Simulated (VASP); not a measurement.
# K2LiBr2 (P6_3/mmc) in VASP: single point with PBE

Aim: the single point of K2LiBr2 with PBE.

All numbers are computed with VASP 6.6.1; they aren't measurements. Logs are shortened: lines on timing, memory, paths and dates and some standing lists are left out, and cuts for length are marked.

## Step 1: The cell of the first run

The structure is hexagonal, space group P6_3/mmc (No. 194). The conventional cell has a = 3.937 Å, b = 3.937 Å, c = 17.891 Å, α = 90.00°, β = 90.00°, γ = 120.00°. K (site symmetry 3m) has 3 Br at 3.00 Å and 1 Li at 3.05 Å and 3 K at 3.64 Å within 3.9 Å. Li (site symmetry -6m2) has 6 Br at 2.53 Å and 2 K at 3.05 Å within 3.3 Å. Br (site symmetry 3m) has 1 Br at 2.20 Å and 3 Li at 2.53 Å within 2.9 Å.

## Step 2: Single point, PBE

The input, INCAR:

```
ALGO     = Normal         # electronic algorithm
EDIFF    = 1E-6           # SCF threshold, eV
ENCUT    = 520            # plane-wave cutoff, eV
GGA      = PE             # functional
ISIF     = 2              # what is computed and relaxed
ISMEAR   = 0              # smearing method
LASPH    = True           # aspherical terms in the spheres
LCHARG   = True           # write CHGCAR
LELF     = True           # ELF
LREAL    = False          # projectors in reciprocal space
LVHAR    = True         
LWAVE    = False          # write WAVECAR
NBANDS   = 46             # bands
NELM     = 80             # most SCF steps
PREC     = Accurate       # precision mode
SIGMA    = 0.1            # smearing width, eV
```

The input, KPOINTS:

```
k-points
0
Gamma
  6 6 1
```

The input, POSCAR:

```
K2LiBr2
1.0
    3.9366849000      0.0000000000      0.0000000000
   -1.9683424500      3.4092691300      0.0000000000
    0.0000000000      0.0000000000     17.8912507800
K Li Br
4 2 4
Direct
    0.6666666700      0.3333333300      0.9205698900
    0.3333333300      0.6666666700      0.0794301100
    0.3333333300      0.6666666700      0.4205698900
    0.6666666700      0.3333333300      0.5794301100
    0.3333333300      0.6666666700      0.2500000000
    0.6666666700      0.3333333300      0.7500000000
    0.0000000000      0.0000000000      0.8114825700
    0.0000000000      0.0000000000      0.1885174300
    0.0000000000      0.0000000000      0.3114825700
    0.0000000000      0.0000000000      0.6885174300
```

Potentials or basis: VASP PAW PBE potentials, release 64 (K_sv, Li_sv, Br).

Run with:

```sh
$ cat potpaw_PBE.64/K_sv/POTCAR potpaw_PBE.64/Li_sv/POTCAR potpaw_PBE.64/Br/POTCAR > POTCAR
$ mpirun -np 1 vasp_std > vasp.out
```

OUTCAR:

```text
EDIFF = 1E-6
   ENCUT = 520
   GGA = PE
   ISIF = 2
   ISMEAR = 0
   LASPH = True
   LREAL = False
   NELM = 80
   PREC = Accurate

 ion  position               nearest neighbor table
   1  0.667  0.333  0.921-   7 3.00   7 3.00   7 3.00   6 3.05   2 3.64   2 3.64   2 3.64
   2  0.333  0.667  0.079-   8 3.00   8 3.00   8 3.00   5 3.05   1 3.64   1 3.64   1 3.64
   3  0.333  0.667  0.421-   9 3.00   9 3.00   9 3.00   5 3.05   4 3.64   4 3.64   4 3.64
   4  0.667  0.333  0.579-  10 3.00  10 3.00  10 3.00   6 3.05   3 3.64   3 3.64   3 3.64
   5  0.333  0.667  0.250-   8 2.53   9 2.53   8 2.53   9 2.53   8 2.53   9 2.53   2 3.05   3 3.05

   6  0.667  0.333  0.750-   7 2.53  10 2.53   7 2.53  10 2.53   7 2.53  10 2.53   1 3.05   4 3.05

   7  0.000  0.000  0.811-  10 2.20   6 2.53   6 2.53   6 2.53   1 3.00   1 3.00   1 3.00
   8  0.000  0.000  0.189-   9 2.20   5 2.53   5 2.53   5 2.53   2 3.00   2 3.00   2 3.00
   9  0.000  0.000  0.311-   8 2.20   5 2.53   5 2.53   5 2.53   3 3.00   3 3.00   3 3.00
  10  0.000  0.000  0.689-   7 2.20   6 2.53   6 2.53   6 2.53   4 3.00   4 3.00   4 3.00

  LATTYP: Found a hexagonal cell.
 ALAT       =     3.9366849000
 C/A-ratio  =     4.5447505285

  Lattice vectors:

 A1 = (   3.9366849000,   0.0000000000,   0.0000000000)
 A2 = (  -1.9683424500,   3.4092691300,   0.0000000000)
 A3 = (   0.0000000000,   0.0000000000,  17.8912507800)

Analysis of symmetry for initial positions (statically):
=====================================================================
 Subroutine PRICEL returns:
 Original cell was already a primitive cell.

 Routine SETGRP: Setting up the symmetry group for a
 hexagonal supercell.

 Subroutine GETGRP returns: Found 24 space group operations
 (whereof 12 operations were pure point group operations)
 out of a pool of 24 trial point group operations.

The static configuration has the point symmetry D_3d.
 The point group associated with its full space group is D_6h.

Analysis of symmetry for dynamics (positions and initial velocities):
=====================================================================
 Subroutine PRICEL returns:
 Original cell was already a primitive cell.

 Routine SETGRP: Setting up the symmetry group for a
 hexagonal supercell.

 Subroutine GETGRP returns: Found 24 space group operations
 (whereof 12 operations were pure point group operations)
 out of a pool of 24 trial point group operations.

The dynamic configuration has the point symmetry D_3d.
[... 107 lines left out ...]
   TEBEG  =    0.0;   TEEND  =   0.0 temperature during run
   PSTRESS=    0.0 pullay stress
   NELECT =      70.0000    total number of electrons
   NUPDOWN=      -1.0000    fix difference up-down
   EMIN   =  10.00;   EMAX   =-10.00  energy-range for DOS
   EFERMI =   0.00;   METHOD = LEGACY
   ISMEAR =     0;   SIGMA  =   0.10  broadening in eV -4-tet -1-fermi 0-gaus
   EFERMI_NEDOS =   21; number of points for ismear=-14 and -15
   IALGO  =     38    algorithm
   IMIX   =      4    mixing-type and parameters
     AMIX     =   0.40;   BMIX     =  1.00
     AMIX_MAG =   1.60;   BMIX_MAG =  1.00
  volume/ion in A,a.u.               =      24.01       162.04
  Fermi-wavevector in a.u.,A,eV,Ry     =   1.085500  2.051298 16.031894  1.178311
  Thomas-Fermi vector in A             =   2.221615
   LORBIT       =      0    0 simple, 1 ext, 2 COOP (PROOUT), +10 PAW based schemes
   GGA     = PE    functional components
   LHFCALC =     F    Hartree Fock is set to
   AEXX    =    0.0000 exact exchange contribution
   IVDW    =     0    specifies the selected vdW correction
   LEPSILON=     F    determine dielectric tensor
   LRPA    =     F    only Hartree local field effects (RPA)
 non-spin polarized calculation
 Gauss-broadening in eV      SIGMA  =   0.10
  energy-cutoff  :      520.00
  volume of cell :      240.12
 maximum number of plane-waves:      6505
 NGX is ok and might be reduce to    30
   NGX = 15   NGY = 15   NGZ = 67

 number of electron      70.0000010 magnetization

 Free energy of the ion-electron system (eV)
  ---------------------------------------------------
  ext. energy  EPLUGINS =         0.00000000
  ---------------------------------------------------
  free energy    TOTEN  =       -14.23255507 eV

  energy without entropy =      -14.21464599  energy(sigma->0) =      -14.22360053

 E-fermi :   4.8624     XC(G=0):  -8.6014

 val. band max:        4.7715280175   @ k =   0.1667   0.1667   0.0000
 cond. band min:       4.8913360777   @ k =   0.3333   0.0000   0.0000
 fundamental gap:      0.1198080602
 Fermi energy:         4.8623597401

 k-point     1 :       0.0000    0.0000    0.0000
  band No.  band energies     occupation
      1     -44.5707      2.00000
      2     -44.5707      2.00000
      3     -27.4723      2.00000
      4     -27.4722      2.00000
      5     -27.4212      2.00000
      6     -27.4211      2.00000
[... 332 lines left out ...]
     45       8.7206      0.00000
     46       8.7424      0.00000

------------------------ aborting loop because EDIFF is reached ----------------------------------------

  FORCE on cell =-STRESS in cart. coord.  units (eV):
  Direction    XX          YY          ZZ          XY          YZ          ZX
  --------------------------------------------------------------------------------------
  -------------------------------------------------------------------------------------
  Total       11.4696111     11.4696111     79.1328811      0.0000000      0.0000000      0.0000000
  in kB       76.5291048     76.5291047    528.0012084      0.0000000      0.0000000      0.0000000
  external PRESSURE =     227.0198060 kB  Pullay stress =       0.0000000 kB

 VOLUME and BASIS-vectors are now :
 -----------------------------------------------------------------------------
  energy-cutoff  :      520.00
  volume of cell :      240.12
      direct lattice vectors                 reciprocal lattice vectors
     3.936684900  0.000000000  0.000000000     0.254020839  0.146659000  0.000000000
    -1.968342450  3.409269130  0.000000000     0.000000000  0.293317999  0.000000000
     0.000000000  0.000000000 17.891250780     0.000000000  0.000000000  0.055893241

 POSITION                                       TOTAL-FORCE (eV/Angst)
 -----------------------------------------------------------------------------------
      1.96834      1.13642     16.47015         0.000000      0.000000      0.499059
     -0.00000      2.27285      1.42110         0.000000     -0.000000     -0.499059
     -0.00000      2.27285      7.52452        -0.000000      0.000000      0.499059
      1.96834      1.13642     10.36673        -0.000000      0.000000     -0.499059
     -0.00000      2.27285      4.47281        -0.000000      0.000000      0.000000
      1.96834      1.13642     13.41844         0.000000     -0.000000      0.000000
      0.00000      0.00000     14.51844         0.000000     -0.000000     12.341451
      0.00000      0.00000      3.37281         0.000000      0.000000    -12.341451
      0.00000      0.00000      5.57281         0.000000      0.000000     12.341451
      0.00000      0.00000     12.31844         0.000000     -0.000000    -12.341451
 -----------------------------------------------------------------------------------
    total drift:                               -0.000022      0.000013      0.000000

  FREE ENERGIE OF THE ION-ELECTRON SYSTEM (eV)
  ---------------------------------------------------
  free  energy   TOTEN  =       -14.2325550659 eV

  energy  without entropy=      -14.2146459934  energy(sigma->0) =      -14.22360053
```

OSZICAR:

```text
N       E                     dE             d eps       ncg     rms          rms(c)
DAV:   1     0.603635580861E+03    0.60364E+03   -0.31795E+04   644   0.143E+03
DAV:   2     0.477371750784E+02   -0.55590E+03   -0.53623E+03   762   0.386E+02
DAV:   3    -0.105230954948E+02   -0.58260E+02   -0.57507E+02   912   0.102E+02
DAV:   4    -0.144284782998E+02   -0.39054E+01   -0.38813E+01  1048   0.236E+01
DAV:   5    -0.147427107292E+02   -0.31423E+00   -0.31301E+00   968   0.440E+00    0.284E+01
DAV:   6    -0.142770842979E+02    0.46563E+00   -0.87598E-01   794   0.308E+00    0.172E+01
DAV:   7    -0.142432504961E+02    0.33834E-01   -0.85153E-01   800   0.303E+00    0.136E+00
DAV:   8    -0.142301184297E+02    0.13132E-01   -0.19750E-01   768   0.176E+00    0.432E-01
DAV:   9    -0.142314725888E+02   -0.13542E-02   -0.11485E-02   912   0.395E-01    0.292E-01
DAV:  10    -0.142323249794E+02   -0.85239E-03   -0.14594E-03   764   0.156E-01    0.176E-01
DAV:  11    -0.142325012688E+02   -0.17629E-03   -0.84933E-04   824   0.112E-01    0.448E-02
DAV:  12    -0.142325309907E+02   -0.29722E-04   -0.10006E-04   920   0.375E-02    0.245E-02
DAV:  13    -0.142325519191E+02   -0.20928E-04   -0.30738E-05   722   0.212E-02    0.178E-02
DAV:  14    -0.142325555867E+02   -0.36675E-05   -0.18781E-05   738   0.159E-02    0.710E-03
DAV:  15    -0.142325550659E+02    0.52080E-06   -0.14494E-06   594   0.510E-03
   1 F= -.14232555E+02 E0= -.14223601E+02  d E =-.179091E-01
```

stdout:

```text
POSCAR found type information on POSCAR K LiBr
 POSCAR found :  3 types and      10 ions
 scaLAPACK will be used
 LDA part: xc-table for (Slater+PW92), standard interpolation
 POSCAR, INCAR and KPOINTS ok, starting setup
 FFT: planning ... GRIDC
 FFT: planning ... GRID_SOFT
 FFT: planning ... GRID
 WAVECAR not read
 entering main loop
```

Run time: 1.8 min. Hardware: 1 thread of AMD EPYC 7R43 (Zen 3), shared host; peak memory 0.33 GiB.

What came out:

```yaml
Free_energy: -14.2326 eV
Largest_force: 12.341 eV/Å
Band_gap_on_the_k_mesh: zero (band 35 reaches 5.60 eV, above the bottom of band 36 at 4.38 eV)
```

Forces in eV/Å, atoms in the order of the input:
```
K     0.000   0.000   0.499
K     0.000   0.000  -0.499
K     0.000   0.000   0.499
K     0.000   0.000  -0.499
Li    0.000   0.000   0.000
Li    0.000   0.000   0.000
Br    0.000   0.000  12.341
Br    0.000   0.000 -12.341
Br    0.000   0.000  12.341
Br    0.000   0.000 -12.341
```

Levels at points of the mesh, in eV from the Fermi level:
```tsv
k point	band 33	band 34	band 35	band 36	band 37	band 38
(0.00, 0.00, 0.00)	-3.28	-2.66	-1.73	-0.48	-0.18	-0.13
(0.50, 0.00, 0.00)	-2.00	-1.95	0.18	0.45	0.54	0.55
```

Caveat: the cutoff is under 1.25 times the usual one of these potentials, so pressure, stress and relaxed cells hold a basis-set (Pulay) error; forces of over 1 eV/Å act on the atoms, so gaps and moduli don't describe the material at rest.
